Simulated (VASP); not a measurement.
Wanted: the native input for a VASP 6.6.1 run.

* Task: single point
* Functional: LDA
* Potentials or basis: VASP PAW LDA potentials, release 64 (Pt)
* Cutoff: 520 eV
* k mesh: 22 × 22 × 22
* Occupations: gaussian, width 0.15 eV
* Spin: no spin polarisation
* Dipole correction: no
* Further INCAR settings: ALGO = Normal; EDIFF = 1e-06; NBANDS = 11

The structure of Pt lies in POSCAR:

```
Pt
1.0
    0.0000000000      1.8716484915      2.0219418654
    1.8716484915      0.0000000000      2.0219418654
    1.8716484915      1.8716484915      0.0000000000
Pt
1
Direct
    0.0000000000      0.0000000000      0.0000000000
```

This cell differs from its parent crystal: volume 14.166 Å^3 an atom, c/a of the conventional cell 1.0803.

These files were run (other wordings do the same):

INCAR

```
PREC     = Accurate       # precision mode
ENCUT    = 520            # plane-wave cutoff, eV
EDIFF    = 1E-6           # SCF threshold, eV
ISMEAR   = 0              # smearing method
SIGMA    = 0.15           # smearing width, eV
LREAL    = False          # projectors in reciprocal space
LASPH    = True           # aspherical terms in the spheres
NELM     = 100            # most SCF steps
ALGO     = Normal         # electronic algorithm
ISIF     = 2              # what is computed and relaxed
LWAVE    = False          # write WAVECAR
LCHARG   = False          # write CHGCAR
NBANDS   = 11             # bands
```

KPOINTS

```
Automatic mesh
0
Gamma
  22 22 22
```

Potentials or basis: VASP PAW LDA potentials, release 64 (Pt).

The run is started by

```bash
$ cat potpaw_LDA.64/Pt/POTCAR > POTCAR
$ mpirun -np 1 vasp_std > vasp.out
```

Results of the run:

```json
{
  "Pressure": "16.0 GPa",
  "Band gap on the k mesh": "zero (band 5 reaches 13.44 eV, above the bottom of band 6 at 10.51 eV)"
}
```

Caveat: spin-orbit coupling is left out, which moves the levels of the heavy elements.

Wall time 60 s on 1 thread of Intel Xeon 6975P-C (shared host), peak memory 0.23 GiB.
